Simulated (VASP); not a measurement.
# FeBiO4 (F-43m) in VASP: a series of runs

Runs on FeBiO4. Level: PBE. Tasks: single point, relaxation of cell and atoms.

All numbers are computed with VASP 6.6.1; they aren't measurements. Logs are shortened: lines on timing, memory, paths and dates and some standing lists are left out, and cuts for length are marked.

### Step 1. The cell of the first run

It takes space group F-43m (No. 216, cubic). Conventional cell: a = 7.015 Å, b = 7.015 Å, c = 7.015 Å, α = 90.00°, β = 90.00°, γ = 90.00°. Fe (site symmetry -43m) has 4 O at 1.35 Å within 1.8 Å. Bi (site symmetry -43m) has 12 O at 2.94 Å and 6 Fe at 3.51 Å within 3.9 Å. O (site symmetry 3m) has 1 Fe at 1.35 Å within 1.8 Å.

The cell was built from a structure type or drawn by symmetry, and may not be a known phase.

### Step 2. Single point, PBE, collinear spin, ferromagnetic start

INCAR reads:

```
SYSTEM = FeBiO4
  PREC = Accurate
  ENCUT = 520
  EDIFF = 1E-7
  ISMEAR = 0
  SIGMA = 0.1
  LREAL = .False.
  LASPH = .True.
  NELM = 150
  ALGO = Normal
  ISIF = 2
  LWAVE = .False.
  LCHARG = .False.
  ISPIN = 2
  MAGMOM = 4 0 0 0 0 0
  LORBIT = 11
  LMAXMIX = 4
  GGA = PE
  NBANDS = 36
```

KPOINTS reads:

```
regular mesh
0
Gamma
  4 4 4
  0 0 0
```

POSCAR reads:

```
FeBiO4
1.0
    0.0000000000      3.5076881600      3.5076881600
    3.5076881600      0.0000000000      3.5076881600
    3.5076881600      3.5076881600      0.0000000000
Fe Bi O
1 1 4
Direct
    0.0000000000      0.0000000000      0.0000000000
    0.5000000000      0.5000000000      0.5000000000
    0.1111004000      0.6666988100      0.1111004000
    0.1111004000      0.1111004000      0.6666988100
    0.6666988100      0.1111004000      0.1111004000
    0.1111004000      0.1111004000      0.1111004000
```

Potentials or basis: VASP PAW PBE potentials, release 64 (Fe, Bi_d, O).

Started as:

```console
$ cat potpaw_PBE.64/Fe/POTCAR potpaw_PBE.64/Bi_d/POTCAR potpaw_PBE.64/O/POTCAR > POTCAR
$ mpirun -np 1 vasp_std > vasp.out
```

OUTCAR:

```text
SYSTEM = FeBiO4
   PREC = Accurate
   ENCUT = 520
   EDIFF = 1E-7
   ISMEAR = 0
   LREAL = .False.
   LASPH = .True.
   NELM = 150
   ISIF = 2
   ISPIN = 2
   LORBIT = 11
   GGA = PE

 ion  position               nearest neighbor table
   1  0.000  0.000  0.000-   3 1.35   4 1.35   5 1.35   6 1.35   2 3.51   2 3.51   2 3.51   2 3.51
                             2 3.51   2 3.51
   2  0.500  0.500  0.500-   3 2.94   4 2.94   5 2.94   6 2.94   6 2.94   6 2.94   4 2.94   4 2.94
                             3 2.94   5 2.94   5 2.94   3 2.94   1 3.51   1 3.51   1 3.51   1 3.51
   3  0.111  0.667  0.111-   1 1.35   2 2.94   2 2.94   2 2.94
   4  0.111  0.111  0.667-   1 1.35   2 2.94   2 2.94   2 2.94
   5  0.667  0.111  0.111-   1 1.35   2 2.94   2 2.94   2 2.94
   6  0.111  0.111  0.111-   1 1.35   2 2.94   2 2.94   2 2.94

  LATTYP: Found a face centered cubic cell.
 ALAT       =     7.0153763200

  Lattice vectors:

 A1 = (   0.0000000000,   3.5076881600,   3.5076881600)
 A2 = (   3.5076881600,   0.0000000000,   3.5076881600)
 A3 = (   3.5076881600,   3.5076881600,   0.0000000000)

Analysis of symmetry for initial positions (statically):
=====================================================================
 Subroutine PRICEL returns:
 Original cell was already a primitive cell.

 Routine SETGRP: Setting up the symmetry group for a
 face centered cubic supercell.

 Subroutine GETGRP returns: Found 24 space group operations
 (whereof 24 operations were pure point group operations)
 out of a pool of 48 trial point group operations.

The static configuration has the point symmetry T_d .

Analysis of symmetry for dynamics (positions and initial velocities):
=====================================================================
 Subroutine PRICEL returns:
 Original cell was already a primitive cell.

 Routine SETGRP: Setting up the symmetry group for a
 face centered cubic supercell.

 Subroutine GETGRP returns: Found 24 space group operations
 (whereof 24 operations were pure point group operations)
 out of a pool of 48 trial point group operations.

The dynamic configuration has the point symmetry T_d .

Analysis of structural, dynamic, and magnetic symmetry:
=====================================================================
 Subroutine PRICEL returns:
 Original cell was already a primitive cell.

 Routine SETGRP: Setting up the symmetry group for a
 face centered cubic supercell.

 Subroutine GETGRP returns: Found 24 space group operations
 (whereof 24 operations were pure point group operations)
 out of a pool of 48 trial point group operations.

The overall configuration has the point symmetry T_d .

 Subroutine INISYM returns: Found 24 space group operations
 (whereof 24 operations are pure point group operations),
 and found     1 'primitive' translations

----------------------------------------------------------------------------------------

                                     Primitive cell

  volume of cell :      86.3163

  direct lattice vectors                    reciprocal lattice vectors
     0.000000000  3.507688160  3.507688160    -0.142544028  0.142544028  0.142544028
     3.507688160  0.000000000  3.507688160     0.142544028 -0.142544028  0.142544028
     3.507688160  3.507688160  0.000000000     0.142544028  0.142544028 -0.142544028

  length of vectors
     4.960620168  4.960620168  4.960620168     0.246893499  0.246893499  0.246893499

  position of ions in fractional coordinates (direct lattice)
     0.000000000  0.000000000  0.000000000
     0.500000000  0.500000000  0.500000000
     0.111100400  0.666698810  0.111100400
     0.111100400  0.111100400  0.666698810
     0.666698810  0.111100400  0.111100400
     0.111100400  0.111100400  0.111100400

  ion indices of the primitive-cell ions
   primitive index   ion index
                 1           1
                 2           2
                 3           3
                 4           4
                 5           5
                 6           6

----------------------------------------------------------------------------------------

 KPOINTS: regular mesh

Automatic generation of k-mesh.
 Grid dimensions read from file:
 generate k-points for:    4    4    4

 Generating k-lattice:

  Cartesian coordinates                     Fractional coordinates (reciprocal lattice)
    -0.035636007  0.035636007  0.035636007     0.250000000  0.000000000  0.000000000
     0.035636007 -0.035636007  0.035636007     0.000000000  0.250000000  0.000000000
     0.035636007  0.035636007 -0.035636007     0.000000000  0.000000000  0.250000000

  Length of vectors
     0.061723375  0.061723375  0.061723375

  Shift w.r.t. Gamma in fractional coordinates (k-lattice)
     0.000000000  0.000000000  0.000000000

 Subroutine IBZKPT returns following result:
 ===========================================

 Found      8 irreducible k-points:

 Following reciprocal coordinates:
            Coordinates               Weight
  0.000000  0.000000  0.000000      1.000000
  0.250000  0.000000  0.000000      8.000000
  0.500000  0.000000  0.000000      4.000000
  0.250000  0.250000  0.000000      6.000000
  0.500000  0.250000  0.000000     24.000000
 -0.250000  0.250000  0.000000     12.000000
  0.500000  0.500000  0.000000      3.000000
 -0.250000  0.500000  0.250000      6.000000
   k-points           NKPTS =      8   k-points in BZ     NKDIM =      8   number of bands    NBANDS=     36
   number of dos      NEDOS =    301   number of ions     NIONS =      6
   total plane-waves  NPLWV =  64000
   dimension x,y,z NGX =    40 NGY =   40 NGZ =   40
   dimension x,y,z NGXF=    80 NGYF=   80 NGZF=   80
   ions per type =               1   1   4
   NGX,Y,Z   is equivalent  to a cutoff of  13.41, 13.41, 13.41 a.u.
   NGXF,Y,Z  is equivalent  to a cutoff of  26.81, 26.81, 26.81 a.u.
 SYSTEM =  FeBiO4
   PREC   = accura    normal or accurate (medium, high low for compatibility)
   ISTART =      0    job   : 0-new  1-cont  2-samecut
   ICHARG =      2    charge: 1-file 2-atom 10-const
   ISPIN  =      2    spin polarized calculation?
   LNONCOLLINEAR =      F non collinear calculations
   LSORBIT =      F    spin-orbit coupling
   LASPH  =      T    aspherical Exc in radial PAW
   ENCUT  =  520.0 eV  38.22 Ry    6.18 a.u.   9.22  9.22  9.22*2*pi/ulx,y,z
   NELM   =    150;   NELMIN=  2; NELMDL= -5     # of ELM steps
   EDIFF  = 0.1E-06   stopping-criterion for ELM
   LREAL  =      F    real-space projection
   EDIFFG = 0.1E-05   stopping-criterion for IOM
   NSW    =      0    number of steps for IOM
   IBRION =     -1    ionic relax: 0-MD 1-quasi-New 2-CG
   NFREE  =      0    steps in history (QN), initial steepest desc. (CG)
   ISIF   =      2    stress and relaxation
   ISYM   =      2    0-nonsym 1-usesym 2-fastsym
   POTIM  = 0.5000    time-step for ionic-motion
   TEBEG  =    0.0;   TEEND  =   0.0 temperature during run
   PSTRESS=    0.0 pullay stress
   NELECT =      47.0000    total number of electrons
   NUPDOWN=      -1.0000    fix difference up-down
   EMIN   =  10.00;   EMAX   =-10.00  energy-range for DOS
   EFERMI =   0.00;   METHOD = LEGACY
   ISMEAR =     0;   SIGMA  =   0.10  broadening in eV -4-tet -1-fermi 0-gaus
   EFERMI_NEDOS =   21; number of points for ismear=-14 and -15
   IALGO  =     38    algorithm
   IMIX   =      4    mixing-type and parameters
     AMIX     =   0.40;   BMIX     =  1.00
     AMIX_MAG =   1.60;   BMIX_MAG =  1.00
  volume/ion in A,a.u.               =      14.39        97.08
  Fermi-wavevector in a.u.,A,eV,Ry     =   1.336831  2.526244 24.315201  1.787117
  Thomas-Fermi vector in A             =   2.465427
   LORBIT       =     11    0 simple, 1 ext, 2 COOP (PROOUT), +10 PAW based schemes
   GGA     = PE    functional components
   LHFCALC =     F    Hartree Fock is set to
   AEXX    =    0.0000 exact exchange contribution
   IVDW    =     0    specifies the selected vdW correction
   LEPSILON=     F    determine dielectric tensor
   LRPA    =     F    only Hartree local field effects (RPA)
 spin polarized calculation
 Gauss-broadening in eV      SIGMA  =   0.10
  energy-cutoff  :      520.00
  volume of cell :       86.32
 maximum number of plane-waves:      2346
 NGX is ok and might be reduce to    40
   NGX = 19   NGY = 19   NGZ = 19

 number of electron      47.0000007 magnetization       0.1599202

 number of electron      47.0000007 magnetization      -0.0006043

 Free energy of the ion-electron system (eV)
  ---------------------------------------------------
  ext. energy  EPLUGINS =         0.00000000
  ---------------------------------------------------
  free energy    TOTEN  =       -21.61994147 eV

  energy without entropy =      -21.59620998  energy(sigma->0) =      -21.60807572

 E-fermi :   4.5946     XC(G=0):  -9.8308

 val. band max:        4.5945040806   @ k =   0.5000   0.2500   0.0000
 cond. band min:       4.5947481908   @ k =   0.5000   0.2500   0.0000
 fundamental gap:      0.0002441102
 Fermi energy:         4.5945868008

 spin component 1

 k-point     1 :       0.0000    0.0000    0.0000
  band No.  band energies     occupation
      1     -18.9386      1.00000
      2     -18.9386      1.00000
      3     -18.9357      1.00000
      4     -18.9357      1.00000
      5     -18.9357      1.00000
      6     -16.5336      1.00000
[... 27 lines left out ...]
     34      13.9846      0.00000
     35      17.5780      0.00000

 k-point     2 :       0.2500    0.0000    0.0000
  band No.  band energies     occupation
      1     -18.9412      1.00000
      2     -18.9412      1.00000
      3     -18.9357      1.00000
      4     -18.9330      1.00000
      5     -18.9330      1.00000
      6     -16.4276      1.00000
[... 27 lines left out ...]
     34      14.1523      0.00000
     35      16.7859      0.00000
[... 188 lines left out ...]
     34      15.4308      0.00000
     35      17.7367      0.00000

 k-point     8 :      -0.2500    0.5000    0.2500
  band No.  band energies     occupation
      1     -18.9546      1.00000
      2     -18.9401      1.00000
      3     -18.9365      1.00000
      4     -18.9314      1.00000
      5     -18.9291      1.00000
      6     -16.1829      1.00000
[... 27 lines left out ...]
     34      15.4136      0.00000
     35      16.8059      0.00000
 Fermi energy:         4.5945868008

 spin component 2

 k-point     1 :       0.0000    0.0000    0.0000
  band No.  band energies     occupation
      1     -18.9386      1.00000
      2     -18.9386      1.00000
      3     -18.9357      1.00000
      4     -18.9357      1.00000
      5     -18.9357      1.00000
      6     -16.5336      1.00000
[... 27 lines left out ...]
     34      13.9845      0.00000
     35      17.5778      0.00000

 k-point     2 :       0.2500    0.0000    0.0000
  band No.  band energies     occupation
      1     -18.9413      1.00000
      2     -18.9413      1.00000
      3     -18.9357      1.00000
      4     -18.9330      1.00000
      5     -18.9330      1.00000
      6     -16.4276      1.00000
[... 27 lines left out ...]
     34      14.1521      0.00000
     35      16.7857      0.00000
[... 188 lines left out ...]
     34      15.4306      0.00000
     35      17.7366      0.00000

 k-point     8 :      -0.2500    0.5000    0.2500
  band No.  band energies     occupation
      1     -18.9547      1.00000
      2     -18.9401      1.00000
      3     -18.9366      1.00000
      4     -18.9314      1.00000
      5     -18.9291      1.00000
      6     -16.1830      1.00000
[... 27 lines left out ...]
     34      15.4135      0.00000
     35      16.8056      0.00000
 [bands above 35 left out]

------------------------ aborting loop because EDIFF is reached ----------------------------------------

  FORCE on cell =-STRESS in cart. coord.  units (eV):
  Direction    XX          YY          ZZ          XY          YZ          ZX
  --------------------------------------------------------------------------------------
  -------------------------------------------------------------------------------------
  Total       53.0554753     53.0554753     53.0554753      0.0000000      0.0000000      0.0000000
  in kB      984.7996052    984.7996052    984.7996052      0.0000000      0.0000000      0.0000000
  external PRESSURE =     984.7996052 kB  Pullay stress =       0.0000000 kB

 VOLUME and BASIS-vectors are now :
 -----------------------------------------------------------------------------
  energy-cutoff  :      520.00
  volume of cell :       86.32
      direct lattice vectors                 reciprocal lattice vectors
     0.000000000  3.507688160  3.507688160    -0.142544028  0.142544028  0.142544028
     3.507688160  0.000000000  3.507688160     0.142544028 -0.142544028  0.142544028
     3.507688160  3.507688160  0.000000000     0.142544028  0.142544028 -0.142544028

 POSITION                                       TOTAL-FORCE (eV/Angst)
 -----------------------------------------------------------------------------------
      0.00000      0.00000      0.00000         0.000000     -0.000000      0.000000
      3.50769      3.50769      3.50769         0.000000     -0.000000      0.000000
      2.72828      0.77941      2.72828       -16.654121     16.654121    -16.654121
      2.72828      2.72828      0.77941       -16.654121    -16.654121     16.654121
      0.77941      2.72828      2.72828        16.654121    -16.654121    -16.654121
      0.77941      0.77941      0.77941        16.654121     16.654121     16.654121
 -----------------------------------------------------------------------------------
    total drift:                               -0.000088     -0.000088     -0.000087

  FREE ENERGIE OF THE ION-ELECTRON SYSTEM (eV)
  ---------------------------------------------------
  free  energy   TOTEN  =       -21.6199414706 eV

  energy  without entropy=      -21.5962099760  energy(sigma->0) =      -21.60807572

 total charge

# of ion       s       p       d       tot
------------------------------------------
    1        1.267   2.244   8.510  12.021
    2        1.595   1.004   9.912  12.511
    3        1.621   3.522   0.000   5.143
    4        1.621   3.522   0.000   5.143
    5        1.621   3.522   0.000   5.143
    6        1.621   3.522   0.000   5.143
--------------------------------------------------
tot          9.345  17.336  18.423  45.104

 magnetization (x)

# of ion       s       p       d       tot
------------------------------------------
    1        0.000  -0.000  -0.000  -0.000
    2       -0.000  -0.000  -0.000  -0.000
    3       -0.000  -0.000   0.000  -0.000
    4       -0.000  -0.000   0.000  -0.000
    5       -0.000  -0.000   0.000  -0.000
    6       -0.000  -0.000   0.000  -0.000
--------------------------------------------------
tot         -0.000  -0.000  -0.000  -0.000
```

Run time: 69 s. Hardware: 1 thread of Intel Xeon 6975P-C (Granite Rapids), shared host; peak memory 0.31 GiB.

What came out:

```
Free energy                                           : -21.6199 eV
Pressure                                              : 98.5 GPa
Largest force                                         : 28.846 eV/Å
Net moment                                            : 0.00 μB per cell
Valence electrons inside the program's atomic spheres : Fe 12.02; Bi 12.51; O 5.14
```

Forces on the atoms (eV/Å):
```
Fe    0.000   0.000   0.000
Bi    0.000   0.000   0.000
O   -16.654  16.654 -16.654
O   -16.654 -16.654  16.654
O    16.654 -16.654 -16.654
O    16.654  16.654  16.654
```

Caveat: the k points lie up to 0.39 Å⁻¹ apart; atoms lie so close that the PAW spheres overlap strongly, which falsifies energies and pressures; spin-orbit coupling is left out, which moves the levels of the heavy elements; semilocal functionals often make such compounds metallic where correlation or magnetic order opens a gap, which also shifts bond lengths; forces of over 1 eV/Å act on the atoms, so gaps and moduli don't describe the material at rest. With open d or f shells a metallic result of PBE can be an artefact of self-interaction; +U or a hybrid may open a gap.

### Step 3. Single point, PBE, collinear spin, ferromagnetic start

This run uses another cell than the first one, of 16.20 Å³/atom.

INCAR reads:

```
PREC = Accurate
ENCUT = 520
EDIFF = 1E-6
ISMEAR = 0
SIGMA = 0.1
LREAL = False
LASPH = True
NELM = 150
ALGO = Normal
ISIF = 2
LWAVE = False
LCHARG = True
ISPIN = 2
MAGMOM = 4 0 0 0 0 0
LORBIT = 11
LMAXMIX = 4
GGA = PE
LELF = True
LVHAR = True
NBANDS = 36
```

KPOINTS reads:

```
Automatic mesh
0
Gamma
  4 4 4
```

POSCAR reads:

```
FeBiO4
1.0
    0.0000000000      3.6491989826      3.6491989826
    3.6491989826      0.0000000000      3.6491989826
    3.6491989826      3.6491989826      0.0000000000
Fe Bi O
1 1 4
Direct
    0.0000000000      0.0000000000      0.0000000000
    0.5000000000      0.5000000000      0.5000000000
    0.1294293916      0.6117118252      0.1294293916
    0.1294293916      0.1294293916      0.6117118252
    0.6117118252      0.1294293916      0.1294293916
    0.1294293916      0.1294293916      0.1294293916
```

Potentials or basis: VASP PAW PBE potentials, release 64 (Fe, Bi_d, O).

Started as:

```console
$ cat potpaw_PBE.64/Fe/POTCAR potpaw_PBE.64/Bi_d/POTCAR potpaw_PBE.64/O/POTCAR > POTCAR
$ mpirun -np 1 vasp_std > vasp.out
```

It took 64 s on 1 thread of Intel Xeon 6975P-C (Granite Rapids), shared host; peak memory 0.3 GiB.

The run converged. Its results:

```
Free energy                                           : -34.6722 eV
Pressure                                              : 1.6 GPa
Largest force                                         : 0.493 eV/Å
Net moment                                            : 0.66 μB per cell
Site moments                                          : Fe +0.50; Bi -0.04; O +0.04 μB
Valence electrons inside the program's atomic spheres : Fe 8.45; Bi 12.34; O 4.90
```

Forces on the atoms (eV/Å):
```
Fe   0.000  0.000  0.000
Bi   0.000  0.000  0.000
O   -0.285  0.285 -0.285
O   -0.285 -0.285  0.285
O    0.285 -0.285 -0.285
O    0.285  0.285  0.285
```

Levels at points of the mesh, in eV from the Fermi level:
Spin up:
```
           k point  band 20  band 21  band 22  band 23  band 24  band 25  band 26  band 27  band 28  band 29
(0.00, 0.00, 0.00)    -1.59    -1.59    -1.59    -0.31    -0.31     0.73     0.73     0.73     2.42     2.42
(0.50, 0.00, 0.00)    -2.65    -2.65    -1.58    -0.66    -0.66     0.10     1.14     1.95     1.95     2.15
(0.50, 0.50, 0.00)    -2.70    -2.53    -2.53    -0.05     0.37     0.38     1.19     1.19     1.50     2.17
```
Spin down:
```csv
k point,band 21,band 22,band 23,band 24,band 25,band 26
"(0.00, 0.00, 0.00)",-1.47,-1.47,0.28,0.28,0.71,0.71
"(0.50, 0.00, 0.00)",-2.53,-1.46,-0.22,-0.22,0.08,1.39
"(0.50, 0.50, 0.00)",-2.40,-2.40,0.45,0.49,0.92,1.23
```

Caveat: the k points lie up to 0.37 Å⁻¹ apart; spin-orbit coupling is left out, which moves the levels of the heavy elements; a cell with one magnetic atom can't hold antiferromagnetic order, which such compounds often take; semilocal functionals often make such compounds metallic where correlation or magnetic order opens a gap, which also shifts bond lengths. With open d or f shells a metallic result of PBE can be an artefact of self-interaction; +U or a hybrid may open a gap.

[end of part 1 of 2]
